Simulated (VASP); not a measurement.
# AlAs (F-43m) in VASP: further runs, part 2 of 2

VASP 6.6.1. The steps go on from the part before.

## 4. Single point, PBEsol, non-collinear spin, zero start, spin-orbit coupling

Input file INCAR:

```
SYSTEM = AlAs
PREC     = Accurate       ! precision mode
ENCUT    = 500            ! plane-wave cutoff, eV
EDIFF    = 1E-6           ! SCF threshold, eV
ISMEAR   = 0              ! smearing method
SIGMA    = 0.02           ! smearing width, eV
LREAL    = .False.        ! projectors in reciprocal space
LASPH    = .True.         ! aspherical terms in the spheres
NELM     = 200            ! most SCF steps
ALGO     = Normal         ! electronic algorithm
ISIF     = 2              ! what is computed and relaxed
LWAVE    = .False.        ! write WAVECAR
LCHARG   = .True.         ! write CHGCAR
MAGMOM   = 0 0 0 0 0 0    ! initial moments
LORBIT   = 11             ! projections on sites
LSORBIT  = .True.         ! spin-orbit coupling
GGA_COMPAT= .False.      
LORBMOM  = .True.       
GGA      = PS             ! functional
LVHAR    = .True.       
NBANDS   = 20             ! bands
```

Input file KPOINTS:

```
regular mesh
0
Gamma
  8 8 8
  0 0 0
```

Input file POSCAR:

```
AlAs
1.0
    0.0000000000      2.8372981997      2.8372981997
    2.8372981997      0.0000000000      2.8372981997
    2.8372981997      2.8372981997      0.0000000000
Al As
1 1
Direct
    0.0000000000      0.0000000000      0.0000000000
    0.2500000000      0.2500000000      0.2500000000
```

Potentials or basis: VASP PAW PBE potentials, release 64 (Al, As).

The run is started by

```
cat potpaw_PBE.64/Al/POTCAR potpaw_PBE.64/As/POTCAR > POTCAR
mpirun -np 1 vasp_ncl > vasp.out
```

OUTCAR:

```text
SYSTEM = AlAs
   PREC = Accurate
   ENCUT = 500
   EDIFF = 1E-6
   ISMEAR = 0
   LREAL = .False.
   LASPH = .True.
   NELM = 200
   ISIF = 2
   LORBIT = 11
   LSORBIT = .True.
   GGA = PS

 ion  position               nearest neighbor table
   1  0.000  0.000  0.000-   2 2.46   2 2.46   2 2.46   2 2.46
   2  0.250  0.250  0.250-   1 2.46   1 2.46   1 2.46   1 2.46

  LATTYP: Found a face centered cubic cell.
 ALAT       =     5.6745963994

  Lattice vectors:

 A1 = (   0.0000000000,   2.8372981997,   2.8372981997)
 A2 = (   2.8372981997,   0.0000000000,   2.8372981997)
 A3 = (   2.8372981997,   2.8372981997,   0.0000000000)

Analysis of symmetry for initial positions (statically):
=====================================================================
 Subroutine PRICEL returns:
 Original cell was already a primitive cell.

 Routine SETGRP: Setting up the symmetry group for a
 face centered cubic supercell.

 Subroutine GETGRP returns: Found 24 space group operations
 (whereof 24 operations were pure point group operations)
 out of a pool of 48 trial point group operations.

The static configuration has the point symmetry T_d .

Analysis of symmetry for dynamics (positions and initial velocities):
=====================================================================
 Subroutine PRICEL returns:
 Original cell was already a primitive cell.

 Routine SETGRP: Setting up the symmetry group for a
 face centered cubic supercell.

 Subroutine GETGRP returns: Found 24 space group operations
 (whereof 24 operations were pure point group operations)
 out of a pool of 48 trial point group operations.

The dynamic configuration has the point symmetry T_d .

Analysis of structural, dynamic, and magnetic symmetry:
=====================================================================
 Subroutine PRICEL returns:
 Original cell was already a primitive cell.

 Routine SETGRP: Setting up the symmetry group for a
 face centered cubic supercell.

 Subroutine GETGRP returns: Found 24 space group operations
 (whereof 24 operations were pure point group operations)
 out of a pool of 48 trial point group operations.

The overall configuration has the point symmetry T_d .

 Subroutine INISYM returns: Found 24 space group operations
 (whereof 24 operations are pure point group operations),
 and found     1 'primitive' translations

----------------------------------------------------------------------------------------

                                     Primitive cell

  volume of cell :      45.6820

  direct lattice vectors                    reciprocal lattice vectors
     0.000000000  2.837298200  2.837298200    -0.176223987  0.176223987  0.176223987
     2.837298200  0.000000000  2.837298200     0.176223987 -0.176223987  0.176223987
     2.837298200  2.837298200  0.000000000     0.176223987  0.176223987 -0.176223987

  length of vectors
     4.012545595  4.012545595  4.012545595     0.305228898  0.305228898  0.305228898

[... 696 lines left out ...]

  FORCE on cell =-STRESS in cart. coord.  units (eV):
  Direction    XX          YY          ZZ          XY          YZ          ZX
  --------------------------------------------------------------------------------------
  -------------------------------------------------------------------------------------
  Total        0.0837162      0.0837162      0.0837162      0.0000000      0.0000000      0.0000000
  in kB        2.9361287      2.9361287      2.9361287      0.0000000      0.0000000      0.0000000
  external PRESSURE =       2.9361287 kB  Pullay stress =       0.0000000 kB

 VOLUME and BASIS-vectors are now :
 -----------------------------------------------------------------------------
  energy-cutoff  :      500.00
  volume of cell :       45.68
      direct lattice vectors                 reciprocal lattice vectors
     0.000000000  2.837298200  2.837298200    -0.176223987  0.176223987  0.176223987
     2.837298200  0.000000000  2.837298200     0.176223987 -0.176223987  0.176223987
     2.837298200  2.837298200  0.000000000     0.176223987  0.176223987 -0.176223987

 POSITION                                       TOTAL-FORCE (eV/Angst)
 -----------------------------------------------------------------------------------
      0.00000      0.00000      0.00000        -0.000000      0.000000      0.000000
      1.41865      1.41865      1.41865         0.000000     -0.000000     -0.000000
 -----------------------------------------------------------------------------------
    total drift:                                0.000000      0.000000      0.000000

  FREE ENERGIE OF THE ION-ELECTRON SYSTEM (eV)
  ---------------------------------------------------
  free  energy   TOTEN  =       -10.0761345138 eV

  energy  without entropy=      -10.0761345138  energy(sigma->0) =      -10.07613451

 orbital moment (x)

 # of ion     p       d       tot
 ----------------------------------------
  1        -0.000   0.000  -0.000
  2        -0.000   0.000  -0.000
 ----------------------------------------
           -0.000   0.000  -0.000

 orbital moment (y)

 # of ion     p       d       tot
 ----------------------------------------
  1        -0.000   0.000  -0.000
  2         0.000   0.000   0.000
 ----------------------------------------
            0.000   0.000   0.000

 orbital moment (z)

 # of ion     p       d       tot
 ----------------------------------------
  1        -0.000   0.000  -0.000
  2         0.000   0.000   0.000
 ----------------------------------------
            0.000   0.000   0.000

 Spin-Orbit-Coupling matrix elements

 Ion:    1  E_soc:     -0.0001863
 l=   1
     0.0000000    -0.0000311    -0.0000311
    -0.0000311     0.0000000    -0.0000311
    -0.0000311    -0.0000311     0.0000000
 l=   2
     0.0000000     0.0000000     0.0000000     0.0000000     0.0000000
     0.0000000     0.0000000     0.0000000     0.0000000     0.0000000
     0.0000000     0.0000000     0.0000000     0.0000000     0.0000000
     0.0000000     0.0000000     0.0000000     0.0000000     0.0000000
     0.0000000     0.0000000     0.0000000     0.0000000     0.0000000
 l=   3
     0.0000000     0.0000000     0.0000000     0.0000000     0.0000000     0.0000000     0.0000000
     0.0000000     0.0000000     0.0000000     0.0000000     0.0000000     0.0000000     0.0000000
     0.0000000     0.0000000     0.0000000     0.0000000     0.0000000     0.0000000     0.0000000
     0.0000000     0.0000000     0.0000000     0.0000000     0.0000000     0.0000000     0.0000000
     0.0000000     0.0000000     0.0000000     0.0000000     0.0000000     0.0000000     0.0000000
     0.0000000     0.0000000     0.0000000     0.0000000     0.0000000     0.0000000     0.0000000
     0.0000000     0.0000000     0.0000000     0.0000000     0.0000000     0.0000000     0.0000000

 Ion:    2  E_soc:     -0.0228678
 l=   1
     0.0000000    -0.0038031    -0.0038031
    -0.0038031     0.0000000    -0.0038031
    -0.0038031    -0.0038031     0.0000000
 l=   2
     0.0000000    -0.0000039     0.0000000    -0.0000039    -0.0000043
    -0.0000039     0.0000000    -0.0000032    -0.0000039    -0.0000011
     0.0000000    -0.0000032     0.0000000    -0.0000032     0.0000000
    -0.0000039    -0.0000039    -0.0000032     0.0000000    -0.0000011
    -0.0000043    -0.0000011     0.0000000    -0.0000011     0.0000000
 l=   3
     0.0000000     0.0000000     0.0000000     0.0000000     0.0000000     0.0000000     0.0000000
     0.0000000     0.0000000     0.0000000     0.0000000     0.0000000     0.0000000     0.0000000
     0.0000000     0.0000000     0.0000000     0.0000000     0.0000000     0.0000000     0.0000000
     0.0000000     0.0000000     0.0000000     0.0000000     0.0000000     0.0000000     0.0000000
     0.0000000     0.0000000     0.0000000     0.0000000     0.0000000     0.0000000     0.0000000
     0.0000000     0.0000000     0.0000000     0.0000000     0.0000000     0.0000000     0.0000000
     0.0000000     0.0000000     0.0000000     0.0000000     0.0000000     0.0000000     0.0000000

 total charge

# of ion       s       p       d       tot
------------------------------------------
    1        0.403   0.365   0.000   0.768
    2        1.197   1.677   0.024   2.899
--------------------------------------------------
tot          1.600   2.043   0.024   3.666

 magnetization (x)

# of ion       s       p       d       tot
------------------------------------------
    1        0.000  -0.000   0.000   0.000
    2        0.000   0.000   0.000   0.000
--------------------------------------------------
tot          0.000  -0.000   0.000   0.000

 magnetization (y)

# of ion       s       p       d       tot
------------------------------------------
    1       -0.000   0.000   0.000  -0.000
    2        0.000   0.000   0.000   0.000
--------------------------------------------------
tot         -0.000   0.000   0.000  -0.000

 magnetization (z)

# of ion       s       p       d       tot
------------------------------------------
    1       -0.000   0.000   0.000  -0.000
    2        0.000   0.000   0.000   0.000
--------------------------------------------------
tot         -0.000   0.000   0.000  -0.000
```

It took 68 s on 1 thread of Intel Xeon Platinum 8259CL at 2.50GHz (Skylake/Cascade Lake), shared host; peak memory 0.3 GiB.

Results:

- Free energy: -10.0761 eV
- Pressure: 0.3 GPa
- Net moment: 0.00 μB per cell
- Valence electrons inside the program's atomic spheres: Al 0.77; As 2.90

Moments on the atoms (μB; x, y, z):
```
Al  0.00 0.00 0.00
As  0.00 0.00 0.00
```

Caveat: the PAW data sets were made with another functional, which shifts forces and pressure a little.
